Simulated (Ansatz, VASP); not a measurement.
**GaN in VASP and in Ansatz**

```
Ga N
1.0
     1.69499   -4.82487    0.00000
     1.69499    4.82487    0.00000
     0.00000    0.00000    3.50069
Ga N
2 2
Cartesian
  1.6950 -1.2715 2.6255
  1.6950 1.2715 0.8752
  1.6950 -3.4864 2.6255
  1.6950 3.4864 0.8752
```

Change from the starting cell: species swapped into the PbSe type (Cmcm, No. 63).

Alike in both runs: task single point; functional PBE; k mesh 6 × 6 × 6; occupations gaussian, width 0.1 eV; no spin polarisation.

|  | VASP | Ansatz |
| --- | --- | --- |
| version | VASP 6.6.1 | Ansatz 0.2.0 |
| potentials or method | VASP PAW PBE potentials, release 64 (Ga_d, N), cutoff 520 eV | scalar-relativistic, plane waves, PAW |
| valence electrons in the cell | 36 | 36 |

Ansatz gave:

```
gap on the k mesh at the Fermi level (eV)                     : none
pressure (GPa)                                                : -25.9
traceless stress, the component that is largest in VASP (GPa) : 9.35
rms of the force components (eV/Å)                            : 0.783
```

Estimate VASP's values.

gap on the k mesh at the Fermi level (eV): none; pressure (GPa): -25.7; traceless stress, the component that is largest in VASP (GPa): 9.42; rms of the force components (eV/Å): 0.768.

Atom by atom the forces differ by 0.016 eV/Å (rms over components). A gap of «none» marks a metal or a gap that the smearing closes.
